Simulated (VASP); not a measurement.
A run of VASP 6.6.1 is set up as follows.

POSCAR

```
BaTe
1.0
    0.0000000000      3.4836324785      3.5323793130
    3.5323793130      0.0000000000      3.5323793130
    3.5323793130      3.4836324785      0.0000000000
Ba Te
1 1
Direct
    0.0000000000      0.0000000000      0.0000000000
    0.5000000000      0.5000000000      0.5000000000
```

Contents of INCAR.step1:

```
PREC = Accurate ; ENCUT = 520
EDIFF = 1E-5 ; ISMEAR = 0
SIGMA = 0.01 ; LREAL = False
LASPH = True ; NELM = 60
ALGO = Normal ; ISIF = 2
LWAVE = True ; LCHARG = False
GGA = PE ; NBANDS = 15
```

The input INCAR.step2:

```
PREC = Accurate ; ENCUT = 520
EDIFF = 1E-6 ; ISMEAR = 0
SIGMA = 0.01 ; LREAL = False
LASPH = True ; NELM = 60
ALGO = Normal ; ISIF = 2
LWAVE = False ; LCHARG = False
GGA = PE ; LHFCALC = True
HFSCREEN = 0.2079 ; PRECFOCK = Normal
ISTART = 1 ; NBANDS = 15
```

File KPOINTS:

```
regular mesh
0
Gamma
  4 4 4
```

Potentials or basis: VASP PAW PBE potentials, release 64 (Ba_sv, Te).

Launch:

```console
$ cat potpaw_PBE.64/Ba_sv/POTCAR potpaw_PBE.64/Te/POTCAR > POTCAR
$ cp INCAR.step1 INCAR
$ mpirun -np 1 vasp_std > vasp.out
$ cp INCAR.step2 INCAR
$ mpirun -np 1 vasp_std > vasp.out
```

Question: Estimate the pressure.

Answer: 0.4 GPa.

Question: Estimate the band gap on the k mesh.

Answer: 2.24 eV (least direct gap 2.67 eV).

Stress tensor (GPa, compression positive):
```
0.12 0.00 0.00
0.00 1.05 0.00
0.00 0.00 0.12
```

Caveat: the cell differs from its parent crystal (uniaxial y strain -1.4%); the PAW data sets were made with another functional, which shifts forces and pressure a little; spin-orbit coupling is left out, which moves the levels of the heavy elements. A k mesh can miss the band edges.
